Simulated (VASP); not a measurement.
# KMgF3 (Pm-3m) in VASP: further runs

Runs on KMgF3. Level: PBE. Tasks: single point, relaxation of cell and atoms.

Program: VASP 6.6.1. These are calculated values, not measurements. Logs are shortened: lines on timing, memory, paths and dates and some standing lists are left out, and cuts for length are marked.

## Step 1: The cell of the first run

The structure is cubic, space group Pm-3m (No. 221). The conventional cell has a = 4.054 Å, b = 4.054 Å, c = 4.054 Å, α = 90.00°, β = 90.00°, γ = 90.00°. Within 3.8 Å of K (site symmetry m-3m) lie 12 F at 2.87 Å and 8 Mg at 3.51 Å. Within 2.7 Å of Mg (site symmetry m-3m) lie 6 F at 2.03 Å. Within 2.7 Å of F (site symmetry 4/mmm) lie 2 Mg at 2.03 Å.

## Step 2: Single point, PBE

Contents of INCAR:

```
PREC     = Accurate       # precision mode
ENCUT    = 520            # plane-wave cutoff, eV
EDIFF    = 1E-7           # SCF threshold, eV
ISMEAR   = 0              # smearing method
SIGMA    = 0.02           # smearing width, eV
LREAL    = False          # projectors in reciprocal space
LASPH    = True           # aspherical terms in the spheres
NELM     = 60             # most SCF steps
ALGO     = Normal         # electronic algorithm
ISIF     = 2              # what is computed and relaxed
LWAVE    = False          # write WAVECAR
LCHARG   = False          # write CHGCAR
GGA      = PE             # functional
NBANDS   = 24             # bands
```

Contents of KPOINTS:

```
Automatic mesh
0
Gamma
  6 6 6
```

Contents of POSCAR:

```
KMgF3
1.0
    4.0541864186      0.0000000000      0.0000000000
    0.0000000000      4.0541864186      0.0000000000
    0.0000000000      0.0000000000      4.0541864186
K Mg F
1 1 3
Direct
    0.5000000000      0.5000000000      0.5000000000
    0.0000000000      0.0000000000      0.0000000000
    0.5000000000      0.0000000000      0.0000000000
    0.0000000000      0.5000000000      0.0000000000
    0.0000000000      0.0000000000      0.5000000000
```

Potentials or basis: VASP PAW PBE potentials, release 64 (K_sv, Mg, F).

The run is started by

```
> cat potpaw_PBE.64/K_sv/POTCAR potpaw_PBE.64/Mg/POTCAR potpaw_PBE.64/F/POTCAR > POTCAR
> mpirun -np 1 vasp_std > vasp.out
```

OUTCAR:

```text
PREC = Accurate
   ENCUT = 520
   EDIFF = 1E-7
   ISMEAR = 0
   LREAL = False
   LASPH = True
   NELM = 60
   ISIF = 2
   GGA = PE

 ion  position               nearest neighbor table
   1  0.500  0.500  0.500-   2 3.51   2 3.51   2 3.51   2 3.51   2 3.51   2 3.51   2 3.51   2 3.51

   2  0.000  0.000  0.000-   3 2.03   4 2.03   5 2.03   5 2.03   4 2.03   3 2.03   1 3.51   1 3.51
                             1 3.51   1 3.51   1 3.51   1 3.51   1 3.51   1 3.51
   3  0.500  0.000  0.000-   2 2.03   2 2.03
   4  0.000  0.500  0.000-   2 2.03   2 2.03
   5  0.000  0.000  0.500-   2 2.03   2 2.03

  LATTYP: Found a simple cubic cell.
 ALAT       =     4.0541864186

  Lattice vectors:

 A1 = (   4.0541864186,   0.0000000000,   0.0000000000)
 A2 = (   0.0000000000,   4.0541864186,   0.0000000000)
 A3 = (   0.0000000000,   0.0000000000,   4.0541864186)

Analysis of symmetry for initial positions (statically):
=====================================================================
 Subroutine PRICEL returns:
 Original cell was already a primitive cell.

 Routine SETGRP: Setting up the symmetry group for a
 simple cubic supercell.

 Subroutine GETGRP returns: Found 48 space group operations
 (whereof 48 operations were pure point group operations)
 out of a pool of 48 trial point group operations.

The static configuration has the point symmetry O_h .

Analysis of symmetry for dynamics (positions and initial velocities):
=====================================================================
 Subroutine PRICEL returns:
 Original cell was already a primitive cell.

 Routine SETGRP: Setting up the symmetry group for a
 simple cubic supercell.

 Subroutine GETGRP returns: Found 48 space group operations
 (whereof 48 operations were pure point group operations)
 out of a pool of 48 trial point group operations.

The dynamic configuration has the point symmetry O_h .

 Subroutine INISYM returns: Found 48 space group operations
 (whereof 48 operations are pure point group operations),
 and found     1 'primitive' translations

----------------------------------------------------------------------------------------

                                     Primitive cell

  volume of cell :      66.6363

  direct lattice vectors                    reciprocal lattice vectors
     4.054186419  0.000000000  0.000000000     0.246658613  0.000000000  0.000000000
     0.000000000  4.054186419  0.000000000     0.000000000  0.246658613  0.000000000
     0.000000000  0.000000000  4.054186419     0.000000000  0.000000000  0.246658613

  length of vectors
     4.054186419  4.054186419  4.054186419     0.246658613  0.246658613  0.246658613

  position of ions in fractional coordinates (direct lattice)
     0.500000000  0.500000000  0.500000000
     0.000000000  0.000000000  0.000000000
     0.500000000  0.000000000  0.000000000
     0.000000000  0.500000000  0.000000000
     0.000000000  0.000000000  0.500000000

  ion indices of the primitive-cell ions
   primitive index   ion index
                 1           1
                 2           2
                 3           3
                 4           4
                 5           5

----------------------------------------------------------------------------------------

 KPOINTS: Automatic mesh

Automatic generation of k-mesh.
 Grid dimensions read from file:
 generate k-points for:    6    6    6

 Generating k-lattice:

  Cartesian coordinates                     Fractional coordinates (reciprocal lattice)
     0.041109769  0.000000000  0.000000000     0.166666667  0.000000000  0.000000000
     0.000000000  0.041109769  0.000000000     0.000000000  0.166666667  0.000000000
     0.000000000  0.000000000  0.041109769     0.000000000  0.000000000  0.166666667

  Length of vectors
     0.041109769  0.041109769  0.041109769

  Shift w.r.t. Gamma in fractional coordinates (k-lattice)
     0.000000000  0.000000000  0.000000000

 Subroutine IBZKPT returns following result:
 ===========================================

 Found     20 irreducible k-points:

 Following reciprocal coordinates:
            Coordinates               Weight
  0.000000  0.000000  0.000000      1.000000
  0.166667  0.000000  0.000000      6.000000
  0.333333  0.000000  0.000000      6.000000
  0.500000  0.000000  0.000000      3.000000
  0.166667  0.166667  0.000000     12.000000
  0.333333  0.166667  0.000000     24.000000
[... 12 lines left out ...]
  0.500000  0.500000  0.333333      6.000000
  0.500000  0.500000  0.500000      1.000000
   k-points           NKPTS =     20   k-points in BZ     NKDIM =     20   number of bands    NBANDS=     24
   number of dos      NEDOS =    301   number of ions     NIONS =      5
   total plane-waves  NPLWV =  27000
   dimension x,y,z NGX =    30 NGY =   30 NGZ =   30
   dimension x,y,z NGXF=    60 NGYF=   60 NGZF=   60
   ions per type =               1   1   3
   NGX,Y,Z   is equivalent  to a cutoff of  12.30, 12.30, 12.30 a.u.
[... 24 lines left out ...]
   EMIN   =  10.00;   EMAX   =-10.00  energy-range for DOS
   EFERMI =   0.00;   METHOD = LEGACY
   ISMEAR =     0;   SIGMA  =   0.02  broadening in eV -4-tet -1-fermi 0-gaus
   EFERMI_NEDOS =   21; number of points for ismear=-14 and -15
   IALGO  =     38    algorithm
   IMIX   =      4    mixing-type and parameters
     AMIX     =   0.40;   BMIX     =  1.00
     AMIX_MAG =   1.60;   BMIX_MAG =  1.00
  volume/ion in A,a.u.               =      13.33        89.94
  Fermi-wavevector in a.u.,A,eV,Ry     =   1.281999  2.422627 22.361476  1.643522
  Thomas-Fermi vector in A             =   2.414336
   LORBIT       =      0    0 simple, 1 ext, 2 COOP (PROOUT), +10 PAW based schemes
   GGA     = PE    functional components
   LHFCALC =     F    Hartree Fock is set to
   AEXX    =    0.0000 exact exchange contribution
   IVDW    =     0    specifies the selected vdW correction
   LEPSILON=     F    determine dielectric tensor
   LRPA    =     F    only Hartree local field effects (RPA)
 non-spin polarized calculation
 Gauss-broadening in eV      SIGMA  =   0.02
  energy-cutoff  :      520.00
  volume of cell :       66.64
 maximum number of plane-waves:      1856
   NGX = 15   NGY = 15   NGZ = 15

 number of electron      31.9999960 magnetization

 Free energy of the ion-electron system (eV)
  ---------------------------------------------------
  ext. energy  EPLUGINS =         0.00000000
  ---------------------------------------------------
  free energy    TOTEN  =       -24.44979692 eV

  energy without entropy =      -24.44979692  energy(sigma->0) =      -24.44979692

 E-fermi :  -1.7538     XC(G=0):  -9.4336

 val. band max:       -1.8501989200   @ k =   0.5000   0.5000   0.5000
 cond. band min:       5.0790065845   @ k =   0.0000   0.0000   0.0000
 fundamental gap:      6.9292055045
 Fermi energy:        -1.7538003576

 k-point     1 :       0.0000    0.0000    0.0000
  band No.  band energies     occupation
      1     -27.6107      2.00000
      2     -21.8384      2.00000
      3     -21.2493      2.00000
      4     -21.2493      2.00000
      5     -11.0959      2.00000
      6     -11.0959      2.00000
[... 16 lines left out ...]
     23      11.5753      0.00000
     24      14.4616      0.00000

 k-point     2 :       0.1667    0.0000    0.0000
  band No.  band energies     occupation
      1     -27.6055      2.00000
      2     -21.8096      2.00000
      3     -21.2827      2.00000
      4     -21.2479      2.00000
      5     -11.0956      2.00000
      6     -11.0850      2.00000
[... 16 lines left out ...]
     23      11.5719      0.00000
     24      14.3370      0.00000

 k-point     3 :       0.3333    0.0000    0.0000
  band No.  band energies     occupation
      1     -27.5951      2.00000
      2     -21.7389      2.00000
      3     -21.3618      2.00000
      4     -21.2439      2.00000
      5     -11.0948      2.00000
      6     -11.0631      2.00000
[... 16 lines left out ...]
     23      11.6255      0.00000
     24      14.0034      0.00000
[... 406 lines left out ...]
 k-point    19 :       0.5000    0.5000    0.3333
  band No.  band energies     occupation
      1     -27.5664      2.00000
      2     -21.4246      2.00000
      3     -21.4177      2.00000
      4     -21.4177      2.00000
      5     -11.2284      2.00000
      6     -11.2284      2.00000
[... 16 lines left out ...]
     23      12.4431      0.00000
     24      12.4431      0.00000

 k-point    20 :       0.5000    0.5000    0.5000
  band No.  band energies     occupation
      1     -27.5637      2.00000
      2     -21.4142      2.00000
      3     -21.4142      2.00000
      4     -21.4142      2.00000
      5     -11.2497      2.00000
      6     -11.2497      2.00000
[... 16 lines left out ...]
     23      12.6332      0.00000
     24      12.8105      0.00000

------------------------ aborting loop because EDIFF is reached ----------------------------------------

  FORCE on cell =-STRESS in cart. coord.  units (eV):
  Direction    XX          YY          ZZ          XY          YZ          ZX
  --------------------------------------------------------------------------------------
  -------------------------------------------------------------------------------------
  Total       -0.1740999     -0.1740999     -0.1740999     -0.0000000     -0.0000000     -0.0000000
  in kB       -4.1859874     -4.1859874     -4.1859874     -0.0000000     -0.0000000     -0.0000000
  external PRESSURE =      -4.1859874 kB  Pullay stress =       0.0000000 kB

 VOLUME and BASIS-vectors are now :
 -----------------------------------------------------------------------------
  energy-cutoff  :      520.00
  volume of cell :       66.64
      direct lattice vectors                 reciprocal lattice vectors
     4.054186419  0.000000000  0.000000000     0.246658613  0.000000000  0.000000000
     0.000000000  4.054186419  0.000000000     0.000000000  0.246658613  0.000000000
     0.000000000  0.000000000  4.054186419     0.000000000  0.000000000  0.246658613

 POSITION                                       TOTAL-FORCE (eV/Angst)
 -----------------------------------------------------------------------------------
      2.02709      2.02709      2.02709         0.000000      0.000000      0.000000
      0.00000      0.00000      0.00000         0.000000      0.000000      0.000000
      2.02709      0.00000      0.00000         0.000000      0.000000      0.000000
      0.00000      2.02709      0.00000         0.000000      0.000000      0.000000
      0.00000      0.00000      2.02709         0.000000      0.000000      0.000000
 -----------------------------------------------------------------------------------
    total drift:                                0.000000     -0.000000      0.000000

  FREE ENERGIE OF THE ION-ELECTRON SYSTEM (eV)
  ---------------------------------------------------
  free  energy   TOTEN  =       -24.4497969205 eV

  energy  without entropy=      -24.4497969205  energy(sigma->0) =      -24.44979692
```

It took 17 s on 1 thread of Intel Xeon Platinum 8488C (Sapphire Rapids), shared host; peak memory 0.18 GiB.

Results:

* Free energy: -24.4498 eV
* Pressure: -0.4 GPa
* Band gap on the k mesh: 6.93 eV, indirect (least direct gap 7.25 eV)

A k mesh can miss the band edges.

## Step 3: Single point, PBE (volume scaled by 1.03)

Contents of INCAR:

```
  ALGO = Normal
  EDIFF = 1E-6
  ENCUT = 520
  GGA = PE
  ISIF = 2
  ISMEAR = 0
  LASPH = True
  LCHARG = False
  LREAL = False
  LWAVE = False
  NBANDS = 24
  NELM = 60
  PREC = Accurate
  SIGMA = 0.02
```

Contents of KPOINTS:

```
k-points
0
Gamma
  6 6 6
```

Edit POSCAR of step 2 so:

```diff
@@ -2,5 +2,5 @@
 1.0
-    4.0541864186      0.0000000000      0.0000000000
-    0.0000000000      4.0541864186      0.0000000000
-    0.0000000000      0.0000000000      4.0541864186
+    4.0943294889      0.0000000000      0.0000000000
+    0.0000000000      4.0943294889      0.0000000000
+    0.0000000000      0.0000000000      4.0943294889
 K Mg F
```

Potentials or basis: VASP PAW PBE potentials, release 64 (K_sv, Mg, F).

The run is started by

```
> cat potpaw_PBE.64/K_sv/POTCAR potpaw_PBE.64/Mg/POTCAR potpaw_PBE.64/F/POTCAR > POTCAR
> mpirun -np 1 vasp_std > vasp.out
```

Wall time 16 s (1 thread of Intel Xeon Platinum 8488C (Sapphire Rapids), shared host); peak memory 0.18 GiB.

The run converged. Its results:

| Quantity | Value |
| --- | --- |
| Free energy | -24.4368 eV |
| Pressure | -2.2 GPa |
| Band gap on the k mesh | 6.72 eV, indirect (least direct gap 7.04 eV) |

Levels at points of the mesh, in eV from the valence-band top:
```csv
k point,band 12,band 13,band 14,band 15,band 16,band 17,band 18,band 19,band 20,band 21
"(0.00, 0.00, 0.00)",-0.55,-0.55,-0.32,-0.32,-0.32,6.72,9.96,9.96,12.02,12.02
"(0.50, 0.00, 0.00)",-0.77,-0.77,-0.76,-0.48,-0.48,9.61,9.65,10.91,12.43,12.43
"(0.50, 0.50, 0.00)",-0.91,-0.91,-0.82,-0.82,-0.02,10.42,11.29,11.89,11.89,12.48
"(0.50, 0.50, 0.50)",-1.05,-1.05,0.00,0.00,0.00,10.12,10.12,10.12,13.32,13.72
```

Caveat: the cell differs from its parent crystal (volume scaled by 1.03). A k mesh can miss the band edges.

## Step 4: Single point, PBE (volume scaled by 1.06)

Contents of INCAR:

```
ALGO     = Normal         # electronic algorithm
EDIFF    = 1E-6           # SCF threshold, eV
ENCUT    = 520            # plane-wave cutoff, eV
GGA      = PE             # functional
ISIF     = 2              # what is computed and relaxed
ISMEAR   = 0              # smearing method
LASPH    = True           # aspherical terms in the spheres
LCHARG   = True           # write CHGCAR
LELF     = True           # ELF
LREAL    = False          # projectors in reciprocal space
LVHAR    = True         
LWAVE    = False          # write WAVECAR
NBANDS   = 24             # bands
NELM     = 60             # most SCF steps
PREC     = Accurate       # precision mode
SIGMA    = 0.02           # smearing width, eV
```

KPOINTS is that of step 3.

Edit POSCAR of step 3 so:

```diff
@@ -2,5 +2,5 @@
 1.0
-    4.0943294889      0.0000000000      0.0000000000
-    0.0000000000      4.0943294889      0.0000000000
-    0.0000000000      0.0000000000      4.0943294889
+    4.1337004569      0.0000000000      0.0000000000
+    0.0000000000      4.1337004569      0.0000000000
+    0.0000000000      0.0000000000      4.1337004569
 K Mg F
```

The run is started by

```
> cat potpaw_PBE.64/K_sv/POTCAR potpaw_PBE.64/Mg/POTCAR potpaw_PBE.64/F/POTCAR > POTCAR
> mpirun -np 1 vasp_std > vasp.out
```

Wall time 14 s (1 thread of Intel Xeon Platinum 8488C (Sapphire Rapids), shared host); peak memory 0.19 GiB.

Results (log left out):

```yaml
Free_energy: -24.4025 eV
Pressure: -3.8 GPa
Band_gap_on_the_k_mesh: 6.53 eV, indirect (least direct gap 6.84 eV)
```

Levels at points of the mesh, in eV from the valence-band top:
| k point | band 12 | band 13 | band 14 | band 15 | band 16 | band 17 | band 18 | band 19 | band 20 | band 21 |
| --- | --- | --- | --- | --- | --- | --- | --- | --- | --- | --- |
| (0.00, 0.00, 0.00) | -0.53 | -0.53 | -0.32 | -0.32 | -0.32 | 6.53 | 9.92 | 9.92 | 11.94 | 11.94 |
| (0.50, 0.00, 0.00) | -0.74 | -0.74 | -0.72 | -0.47 | -0.47 | 9.37 | 9.44 | 10.83 | 12.29 | 12.29 |
| (0.50, 0.50, 0.00) | -0.87 | -0.87 | -0.80 | -0.80 | -0.02 | 10.24 | 11.14 | 11.64 | 11.64 | 12.36 |
| (0.50, 0.50, 0.50) | -1.03 | -1.03 | 0.00 | 0.00 | 0.00 | 10.01 | 10.01 | 10.01 | 13.08 | 13.59 |

Caveat: the cell differs from its parent crystal (volume scaled by 1.06). A k mesh can miss the band edges.

## Step 5: Relaxation of cell and atoms, PBE

This run uses another cell than the first one, of 12.67 Å³/atom, 0.950 times its volume.

Contents of INCAR:

```
PREC = Accurate
ENCUT = 600
EDIFF = 1E-7
ISMEAR = 0
SIGMA = 0.02
LREAL = F
LASPH = T
NELM = 100
ALGO = Normal
ISIF = 3
LWAVE = F
LCHARG = F
GGA = PE
IBRION = 2
NSW = 100
EDIFFG = -0.005
```

Contents of KPOINTS:

```
Automatic mesh
0
Gamma
  6 6 6
```

Edit POSCAR of step 4 so:

```diff
@@ -2,5 +2,5 @@
 1.0
-    4.1337004569      0.0000000000      0.0000000000
-    0.0000000000      4.1337004569      0.0000000000
-    0.0000000000      0.0000000000      4.1337004569
+    3.9859000000      0.0000000000      0.0000000000
+    0.0000000000      3.9859000000      0.0000000000
+    0.0000000000      0.0000000000      3.9859000000
 K Mg F
```

The run is started by

```
> cat potpaw_PBE.64/K_sv/POTCAR potpaw_PBE.64/Mg/POTCAR potpaw_PBE.64/F/POTCAR > POTCAR
> mpirun -np 1 vasp_std > vasp.out
```

Run time: 37 s. Hardware: 1 thread of Intel Xeon Platinum 8488C (Sapphire Rapids), shared host; peak memory 0.2 GiB.

Results (log left out):

```yaml
Free_energy: -24.4497 eV
Relaxed_volume: 13.24 Å³/atom
Relaxed_cell: a = 4.045 Å, b = 4.045 Å, c = 4.045 Å, α = 90.00°, β = 90.00°, γ = 90.00°
Space_group_after_relaxing_to_0.05_Å: Pm-3m (No. 221)
Energy_gained_by_relaxing: 5.5 meV/atom
Ionic_steps: 3
Pressure_after_relaxing: 0.0 GPa
Band_gap_on_the_k_mesh: 6.98 eV, indirect (least direct gap 7.30 eV)
```

The path:
```tsv
step	energy change (eV)	largest force (eV/Å)	pressure (GPa)	volume (Å³)
1	0.0000	0.0000	3.24	63.33
2	-0.0269	0.0000	0.48	65.70
3	-0.0276	0.0000	-0.01	66.18
```

Final structure:
```cif
data_structure
_symmetry_space_group_name_H-M 'P 1'
_symmetry_Int_Tables_number 1
_cell_length_a 4.0448
_cell_length_b 4.0448
_cell_length_c 4.0448
_cell_angle_alpha 90.000
_cell_angle_beta 90.000
_cell_angle_gamma 90.000
_cell_volume 66.18
loop_
_atom_site_label
_atom_site_type_symbol
_atom_site_fract_x
_atom_site_fract_y
_atom_site_fract_z
_atom_site_occupancy
K1 K 0.50000 0.50000 0.50000 1
Mg1 Mg 0.00000 0.00000 0.00000 1
F1 F 0.50000 0.00000 0.00000 1
F2 F 0.00000 0.50000 0.00000 1
F3 F 0.00000 0.00000 0.50000 1
```

Levels at points of the mesh, in eV from the valence-band top:
```csv
k point,band 13,band 14,band 15,band 16,band 17,band 18,band 19,band 20
"(0.00, 0.00, 0.00)",-0.58,-0.32,-0.32,-0.32,6.98,10.02,10.02,12.12
"(0.50, 0.00, 0.00)",-0.81,-0.80,-0.50,-0.50,9.84,10.00,11.00,12.60
"(0.50, 0.50, 0.00)",-0.96,-0.86,-0.86,-0.02,10.65,11.48,12.22,12.22
"(0.50, 0.50, 0.50)",-1.08,0.00,0.00,0.00,10.27,10.27,10.27,13.62
```

## Step 6: The runs side by side

| task | cell | cutoff (eV) | gap on the mesh (eV) | pressure (GPa) |
| --- | --- | --- | --- | --- |
| single point | a = 4.054 Å, 5 atoms | 520 | 6.93 | -0.4 |
| single point | a = 4.094 Å, 5 atoms | 520 | 6.72 | -2.2 |
| single point | a = 4.134 Å, 5 atoms | 520 | 6.53 | -3.8 |
| relaxation of cell and atoms | relaxed from a = 3.986 Å, 5 atoms | 600 | 6.98 | 0.0 |

Alike in all rows: level PBE; potentials or basis VASP PAW PBE potentials, release 64 (K_sv, Mg, F); no spin polarisation; k mesh 6 × 6 × 6; smearing gaussian 0.02 eV.

Total energies depend on the potentials used, so only differences within one code and one set of settings carry meaning.
